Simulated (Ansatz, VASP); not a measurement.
# Si2W in VASP and in Ansatz

INCAR

```
SYSTEM = Si2W
PREC = Accurate
ENCUT = 520
EDIFF = 1E-6
ISMEAR = 0
SIGMA = 0.15
LREAL = .False.
LASPH = .True.
NELM = 100
ALGO = Normal
ISIF = 2
LWAVE = .False.
LCHARG = .False.
GGA = PE
NBANDS = 18
```

The input KPOINTS:

```
Automatic mesh
0
Gamma
  18 18 18
  0 0 0
```

File POSCAR:

```
Si2W
1.0
   -1.6913662915      1.6913662915      3.5848508548
    1.6913662915     -1.6913662915      3.5848508548
    1.6913662915      1.6913662915     -3.5848508548
Si W
2 1
Direct
    0.3557618575      0.3557618575      0.0000000000
    0.6442381425      0.6442381425      0.0000000000
    0.0000000000      0.0000000000      0.0000000000
```

Input for Ansatz:

```yaml
crystal:
  lattice:
    - [-1.6913662915, 1.6913662915, 3.5848508548]
    - [1.6913662915, -1.6913662915, 3.5848508548]
    - [1.6913662915, 1.6913662915, -3.5848508548]
  atoms:
    - { symbol: Si, position: [0.3557618575, 0.3557618575, 0.0] }
    - { symbol: Si, position: [0.6442381425, 0.6442381425, 0.0] }
    - { symbol: W, position: [0.0, 0.0, 0.0] }
basis:
  ecutwfc: 420
kpoints:
  mp_grid: { grid: [18, 18, 18] }
hamiltonian:
  xc: pbe
  pseudopotentials: { kind: paw, azcp: { folder: soft_1 } }
scf:
  occupations: { method: gaussian, width: 0.15 }
output:
  forces: true
  stress: true
  eigenvalues: true
```

Alike in both runs: task single point; functional PBE; k mesh 18 × 18 × 18; occupations gaussian, width 0.15 eV; no spin polarisation.

```csv
,VASP,Ansatz
version,VASP 6.6.1,Ansatz 0.2.0
potentials or method,"VASP PAW PBE potentials, release 64 (Si, W_sv), cutoff 520 eV","scalar-relativistic, plane waves, PAW"
valence electrons in the cell,22,22
```

Ansatz gave:

```
gap on the k mesh at the Fermi level (eV)                     : none
pressure (GPa)                                                : 16.2
traceless stress, the component that is largest in VASP (GPa) : 48.18
rms of the force components (eV/Å)                            : 3.010
```

**Question.** Which values does VASP return?

**Answer.** gap on the k mesh at the Fermi level (eV): none; pressure (GPa): 16.1; traceless stress, the component that is largest in VASP (GPa): 47.94; rms of the force components (eV/Å): 2.988.

Atom by atom the forces differ by 0.022 eV/Å (rms over components). A gap of «none» marks a metal or a gap that the smearing closes.

Neither program's run includes spin-orbit coupling.
